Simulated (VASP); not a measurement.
# Pt (Pm-3m) in VASP: a series of runs

Runs on Pt. Level: PBE. Tasks: single point.

Everything below comes from runs of VASP 6.6.1. Logs are shortened: lines on timing, memory, paths and dates and some standing lists are left out, and cuts for length are marked.

## (1) The cell of the first run

The structure is cubic, space group Pm-3m (No. 221). Conventional cell: a = 2.623 Å, b = 2.623 Å, c = 2.623 Å, α = 90.00°, β = 90.00°, γ = 90.00°. Within 3.5 Å of Pt (site symmetry m-3m) lie 6 Pt at 2.62 Å.

## (2) Single point, PBE

INCAR

```
SYSTEM = Pt
  PREC = Accurate
  ENCUT = 520
  EDIFF = 1E-7
  ISMEAR = 1
  SIGMA = 0.05
  LREAL = .False.
  LASPH = .True.
  NELM = 100
  ALGO = Normal
  ISIF = 2
  LWAVE = .False.
  LCHARG = .True.
  GGA = PE
  LELF = .True.
  LVHAR = .True.
  NBANDS = 11
```

KPOINTS

```
regular mesh
0
Gamma
  15 15 15
  0 0 0
```

POSCAR

```
Pt
1.0
    2.6229500171      0.0000000000      0.0000000000
    0.0000000000      2.6229500171      0.0000000000
    0.0000000000      0.0000000000      2.6229500171
Pt
1
Direct
    0.0000000000      0.0000000000      0.0000000000
```

Potentials or basis: VASP PAW PBE potentials, release 64 (Pt).

Started as:

```bash
$ cat potpaw_PBE.64/Pt/POTCAR > POTCAR
$ mpirun -np 1 vasp_std > vasp.out
```

OUTCAR:

```text
SYSTEM = Pt
   PREC = Accurate
   ENCUT = 520
   EDIFF = 1E-7
   ISMEAR = 1
   LREAL = .False.
   LASPH = .True.
   NELM = 100
   ISIF = 2
   GGA = PE

 ion  position               nearest neighbor table
   1  0.000  0.000  0.000-

  LATTYP: Found a simple cubic cell.
 ALAT       =     2.6229500171

  Lattice vectors:

 A1 = (   2.6229500171,   0.0000000000,   0.0000000000)
 A2 = (   0.0000000000,   2.6229500171,   0.0000000000)
 A3 = (   0.0000000000,   0.0000000000,   2.6229500171)

Analysis of symmetry for initial positions (statically):
=====================================================================
 Subroutine PRICEL returns:
 Original cell was already a primitive cell.

 Routine SETGRP: Setting up the symmetry group for a
 simple cubic supercell.

 Subroutine GETGRP returns: Found 48 space group operations
 (whereof 48 operations were pure point group operations)
 out of a pool of 48 trial point group operations.

The static configuration has the point symmetry O_h .

Analysis of symmetry for dynamics (positions and initial velocities):
=====================================================================
 Subroutine PRICEL returns:
 Original cell was already a primitive cell.

 Routine SETGRP: Setting up the symmetry group for a
 simple cubic supercell.

 Subroutine GETGRP returns: Found 48 space group operations
 (whereof 48 operations were pure point group operations)
 out of a pool of 48 trial point group operations.

The dynamic configuration has the point symmetry O_h .

 Subroutine INISYM returns: Found 48 space group operations
 (whereof 48 operations are pure point group operations),
 and found     1 'primitive' translations

----------------------------------------------------------------------------------------

                                     Primitive cell

  volume of cell :      18.0455

  direct lattice vectors                    reciprocal lattice vectors
     2.622950017  0.000000000  0.000000000     0.381250117  0.000000000  0.000000000
     0.000000000  2.622950017  0.000000000     0.000000000  0.381250117  0.000000000
     0.000000000  0.000000000  2.622950017     0.000000000  0.000000000  0.381250117

  length of vectors
     2.622950017  2.622950017  2.622950017     0.381250117  0.381250117  0.381250117

  position of ions in fractional coordinates (direct lattice)
     0.000000000  0.000000000  0.000000000

  ion indices of the primitive-cell ions
[... 74 lines left out ...]
   EDIFF  = 0.1E-06   stopping-criterion for ELM
   LREAL  =      F    real-space projection
   EDIFFG = 0.1E-05   stopping-criterion for IOM
   NSW    =      0    number of steps for IOM
   IBRION =     -1    ionic relax: 0-MD 1-quasi-New 2-CG
   NFREE  =      0    steps in history (QN), initial steepest desc. (CG)
   ISIF   =      2    stress and relaxation
   ISYM   =      2    0-nonsym 1-usesym 2-fastsym
   POTIM  = 0.5000    time-step for ionic-motion
   TEBEG  =    0.0;   TEEND  =   0.0 temperature during run
   PSTRESS=    0.0 pullay stress
   NELECT =      10.0000    total number of electrons
   NUPDOWN=      -1.0000    fix difference up-down
   EMIN   =  10.00;   EMAX   =-10.00  energy-range for DOS
   EFERMI =   0.00;   METHOD = LEGACY
   ISMEAR =     1;   SIGMA  =   0.05  broadening in eV -4-tet -1-fermi 0-gaus
   EFERMI_NEDOS =   21; number of points for ismear=-14 and -15
   IALGO  =     38    algorithm
   IMIX   =      4    mixing-type and parameters
     AMIX     =   0.40;   BMIX     =  1.00
     AMIX_MAG =   1.60;   BMIX_MAG =  1.00
  volume/ion in A,a.u.               =      18.05       121.78
  Fermi-wavevector in a.u.,A,eV,Ry     =   1.344678  2.541072 24.601479  1.808158
  Thomas-Fermi vector in A             =   2.472652
   LORBIT       =      0    0 simple, 1 ext, 2 COOP (PROOUT), +10 PAW based schemes
   GGA     = PE    functional components
   LHFCALC =     F    Hartree Fock is set to
   AEXX    =    0.0000 exact exchange contribution
   IVDW    =     0    specifies the selected vdW correction
   LEPSILON=     F    determine dielectric tensor
   LRPA    =     F    only Hartree local field effects (RPA)
 non-spin polarized calculation
 Methfessel and Paxton  Order N= 1 SIGMA  =   0.05
  energy-cutoff  :      520.00
  volume of cell :       18.05
 maximum number of plane-waves:       500
 NGX is ok and might be reduce to    20
   NGX =  9   NGY =  9   NGZ =  9

 number of electron      10.0000002 magnetization

 Free energy of the ion-electron system (eV)
  ---------------------------------------------------
  ext. energy  EPLUGINS =         0.00000000
  ---------------------------------------------------
  free energy    TOTEN  =        -5.65094986 eV

  energy without entropy =       -5.65110807  energy(sigma->0) =       -5.65100260

 E-fermi :   8.1644     XC(G=0): -12.2817

 val. band max:        8.1490678301   @ k =   0.3333   0.1333   0.0667
 cond. band min:       8.1664087718   @ k =   0.2000   0.1333   0.0000
 fundamental gap:      0.0173409416
 Fermi energy:         8.1644277683

 k-point     1 :       0.0000    0.0000    0.0000
  band No.  band energies     occupation
      1      -0.1745      2.00000
      2       2.5792      2.00000
      3       2.5792      2.00000
      4       8.4862     -0.00000
      5       8.4863     -0.00000
      6       8.4863     -0.00000
      7      23.3905      0.00000
      8      23.3905      0.00000
      9      23.3905      0.00000
     10      29.0902      0.00000
     11      31.7907      0.00000
[... 309 lines left out ...]
 k-point    24 :       0.3333    0.2000    0.0000
  band No.  band energies     occupation
      1       2.5780      2.00000
      2       3.9094      2.00000
      3       5.0115      2.00000
      4       6.9336      2.00000
      5       7.1122      2.00000
      6       7.8763      2.00000
      7      16.2687      0.00000
      8      22.0042      0.00000
      9      26.6583      0.00000
     10      29.4651      0.00000
     11      30.3740      0.00000

 [... further k-points ...]
[... 5 lines left out ...]
  --------------------------------------------------------------------------------------
  -------------------------------------------------------------------------------------
  Total       -0.0487314     -0.0487314     -0.0487314     -0.0000000     -0.0000000      0.0000000
  in kB       -4.3266269     -4.3266269     -4.3266269     -0.0000000     -0.0000000      0.0000000
  external PRESSURE =      -4.3266269 kB  Pullay stress =       0.0000000 kB

 VOLUME and BASIS-vectors are now :
 -----------------------------------------------------------------------------
  energy-cutoff  :      520.00
  volume of cell :       18.05
      direct lattice vectors                 reciprocal lattice vectors
     2.622950017  0.000000000  0.000000000     0.381250117  0.000000000  0.000000000
     0.000000000  2.622950017  0.000000000     0.000000000  0.381250117  0.000000000
     0.000000000  0.000000000  2.622950017     0.000000000  0.000000000  0.381250117

 POSITION                                       TOTAL-FORCE (eV/Angst)
 -----------------------------------------------------------------------------------
      0.00000      0.00000      0.00000         0.000000      0.000000      0.000000
 -----------------------------------------------------------------------------------
    total drift:                               -0.000000     -0.000000     -0.000000

  FREE ENERGIE OF THE ION-ELECTRON SYSTEM (eV)
  ---------------------------------------------------
  free  energy   TOTEN  =        -5.6509498637 eV

  energy  without entropy=       -5.6511080745  energy(sigma->0) =       -5.65100260
```

OSZICAR:

```text
N       E                     dE             d eps       ncg     rms          rms(c)
DAV:   1     0.388395293885E+02    0.38840E+02   -0.52656E+03  2704   0.827E+02
DAV:   2    -0.533231386094E+01   -0.44172E+02   -0.42060E+02  2988   0.168E+02
DAV:   3    -0.599552878212E+01   -0.66321E+00   -0.66167E+00  3104   0.196E+01
DAV:   4    -0.599874804823E+01   -0.32193E-02   -0.32190E-02  3018   0.158E+00
DAV:   5    -0.599878203866E+01   -0.33990E-04   -0.33991E-04  3144   0.157E-01    0.886E+00
DAV:   6    -0.567574951498E+01    0.32303E+00   -0.84690E-01  2805   0.712E+00    0.466E+00
DAV:   7    -0.565367018989E+01    0.22079E-01   -0.75936E-02  3036   0.206E+00    0.220E+00
DAV:   8    -0.565114489595E+01    0.25253E-02   -0.47886E-03  2955   0.597E-01    0.424E-01
DAV:   9    -0.565094597517E+01    0.19892E-03   -0.27095E-04  2958   0.137E-01    0.264E-02
DAV:  10    -0.565095040100E+01   -0.44258E-05   -0.37968E-06  3220   0.156E-02    0.956E-03
DAV:  11    -0.565094988319E+01    0.51781E-06   -0.66695E-08  2656   0.235E-03    0.795E-04
DAV:  12    -0.565094986373E+01    0.19455E-07   -0.71868E-09  1587   0.662E-04
   1 F= -.56509499E+01 E0= -.56510026E+01  d E =0.158211E-03
```

stdout:

```text
POSCAR found type information on POSCAR Pt
 POSCAR found :  1 types and       1 ions
 scaLAPACK will be used
 LDA part: xc-table for (Slater+PW92), standard interpolation
 POSCAR, INCAR and KPOINTS ok, starting setup
 FFT: planning ... GRIDC
 FFT: planning ... GRID_SOFT
 FFT: planning ... GRID
 WAVECAR not read
 entering main loop
```

It took 30 s on 1 thread of AMD EPYC 7R13, shared host; peak memory 0.11 GiB.

What came out:

```
Free energy            : -5.6509 eV
Pressure               : -0.4 GPa
Band gap on the k mesh : zero (band 5 reaches 10.06 eV, above the bottom of band 6 at 7.10 eV)
```

Levels at points of the mesh, in eV from the Fermi level:
| k point | band 3 | band 4 | band 5 | band 6 | band 7 | band 8 |
| --- | --- | --- | --- | --- | --- | --- |
| (0.00, 0.00, 0.00) | -5.59 | 0.32 | 0.32 | 0.32 | 15.23 | 15.23 |

Caveat: spin-orbit coupling is left out, which moves the levels of the heavy elements.

## (3) Single point, PBE

This run uses another cell than the first one, of 18.32 Å³/atom, 1.015 times its volume.

INCAR

```
PREC = Accurate
ENCUT = 520
EDIFF = 1E-6
ISMEAR = 1
SIGMA = 0.05
LREAL = False
LASPH = True
NELM = 60
ALGO = Normal
ISIF = 2
LWAVE = False
LCHARG = True
GGA = PE
LELF = True
LVHAR = True
NBANDS = 11
```

KPOINTS

```
regular mesh
0
Gamma
  15 15 15
```

POSCAR

```
Pt
1.0
    2.6359997345      0.0000000000      0.0000000000
    0.0000000000      2.6359997345      0.0000000000
    0.0000000000      0.0000000000      2.6359997345
Pt
1
Direct
    0.0000000000      0.0000000000      0.0000000000
```

Potentials or basis: VASP PAW PBE potentials, release 64 (Pt).

Started as:

```bash
$ cat potpaw_PBE.64/Pt/POTCAR > POTCAR
$ mpirun -np 1 vasp_std > vasp.out
```

OUTCAR:

```text
PREC = Accurate
   ENCUT = 520
   EDIFF = 1E-6
   ISMEAR = 1
   LREAL = False
   LASPH = True
   NELM = 60
   ISIF = 2
   GGA = PE

 ion  position               nearest neighbor table
   1  0.000  0.000  0.000-

  LATTYP: Found a simple cubic cell.
 ALAT       =     2.6359997345

  Lattice vectors:

 A1 = (   2.6359997345,   0.0000000000,   0.0000000000)
 A2 = (   0.0000000000,   2.6359997345,   0.0000000000)
 A3 = (   0.0000000000,   0.0000000000,   2.6359997345)

Analysis of symmetry for initial positions (statically):
[... 505 lines left out ...]
      3       4.8575      2.00000
      4       6.7351      2.00000
      5       6.9124      2.00000
      6       7.6534      2.00000
      7      15.9640      0.00000
      8      21.6701      0.00000
      9      26.3651      0.00000
     10      29.0630      0.00000
     11      29.9705      0.00000

 [... further k-points ...]
[... 5 lines left out ...]
  --------------------------------------------------------------------------------------
  -------------------------------------------------------------------------------------
  Total       -0.3386536     -0.3386536     -0.3386536      0.0000000     -0.0000000      0.0000000
  in kB      -29.6230797    -29.6230797    -29.6230797      0.0000000     -0.0000000      0.0000000
  external PRESSURE =     -29.6230797 kB  Pullay stress =       0.0000000 kB

 VOLUME and BASIS-vectors are now :
 -----------------------------------------------------------------------------
  energy-cutoff  :      520.00
  volume of cell :       18.32
      direct lattice vectors                 reciprocal lattice vectors
     2.635999734  0.000000000  0.000000000     0.379362709  0.000000000  0.000000000
     0.000000000  2.635999734  0.000000000     0.000000000  0.379362709  0.000000000
     0.000000000  0.000000000  2.635999734     0.000000000  0.000000000  0.379362709

 POSITION                                       TOTAL-FORCE (eV/Angst)
 -----------------------------------------------------------------------------------
      0.00000      0.00000      0.00000         0.000000      0.000000      0.000000
 -----------------------------------------------------------------------------------
    total drift:                               -0.000000      0.000000     -0.000000

  FREE ENERGIE OF THE ION-ELECTRON SYSTEM (eV)
  ---------------------------------------------------
  free  energy   TOTEN  =        -5.6481960328 eV

  energy  without entropy=       -5.6482033751  energy(sigma->0) =       -5.64819848
```

stdout:

```text
POSCAR found type information on POSCAR Pt
 POSCAR found :  1 types and       1 ions
 scaLAPACK will be used
 LDA part: xc-table for (Slater+PW92), standard interpolation
 POSCAR, INCAR and KPOINTS ok, starting setup
 FFT: planning ... GRIDC
 FFT: planning ... GRID_SOFT
 FFT: planning ... GRID
 WAVECAR not read
 entering main loop
```

Wall time 26 s (1 thread of AMD EPYC 7R13, shared host); peak memory 0.11 GiB.

What came out:

- Free energy: -5.6482 eV
- Pressure: -3.0 GPa
- Band gap on the k mesh: zero (band 5 reaches 9.78 eV, above the bottom of band 6 at 6.89 eV)

Caveat: spin-orbit coupling is left out, which moves the levels of the heavy elements.

## (4) Single point, PBE

INCAR

```
SYSTEM = Pt
PREC = Accurate
ENCUT = 520
EDIFF = 1E-7
ISMEAR = 1
SIGMA = 0.05
LREAL = .FALSE.
LASPH = .TRUE.
NELM = 80
ALGO = Normal
ISIF = 2
LWAVE = .FALSE.
LCHARG = .FALSE.
GGA = PE
NBANDS = 11
```

KPOINTS

```
Automatic mesh
0
G
  16 16 16
  0 0 0
```

POSCAR

```
Pt
1.0
    2.6231864082      0.0000000000      0.0000000000
    0.0000000000      2.6231864082      0.0000000000
    0.0000000000      0.0000000000      2.6231864082
Pt
1
Direct
    0.0000000000      0.0000000000      0.0000000000
```

Started as:

```bash
$ cat potpaw_PBE.64/Pt/POTCAR > POTCAR
$ mpirun -np 1 vasp_std > vasp.out
```

Run time: 39 s. Hardware: 1 thread of AMD EPYC 7R13, shared host; peak memory 0.12 GiB.

Results (log left out):

```
Free energy            : -5.6439 eV
Pressure               : -0.4 GPa
Band gap on the k mesh : zero (band 5 reaches 10.23 eV, above the bottom of band 6 at 7.14 eV)
```

Levels at points of the mesh, in eV from the Fermi level:
```csv
k point,band 3,band 4,band 5,band 6,band 7,band 8
"(0.00, 0.00, 0.00)",-5.65,0.26,0.26,0.26,15.16,15.16
"(0.50, 0.00, 0.00)",-1.86,-1.86,-0.49,0.47,4.39,16.49
"(0.50, 0.50, 0.00)",-1.47,-1.47,1.87,4.46,4.46,9.44
"(0.50, 0.50, 0.50)",-4.81,2.01,2.01,9.97,9.97,9.97
```

Caveat: spin-orbit coupling is left out, which moves the levels of the heavy elements.

## (5) Overview

```csv
cell,k mesh,gap on the mesh (eV),pressure (GPa)
"a = 2.623 Å, 1 atom",15 × 15 × 15,none,-0.4
"a = 2.636 Å, 1 atom",15 × 15 × 15,none,-3.0
"a = 2.623 Å, 1 atom",16 × 16 × 16,none,-0.4
```

Alike in all rows: task single point; level PBE; potentials or basis VASP PAW PBE potentials, release 64 (Pt); no spin polarisation; cutoff (eV) 520; smearing methfessel-paxton 0.05 eV.

Caveats: spin-orbit coupling is left out, which moves the levels of the heavy elements.

Total energies depend on the potentials used, so only differences within one code and one set of settings carry meaning.
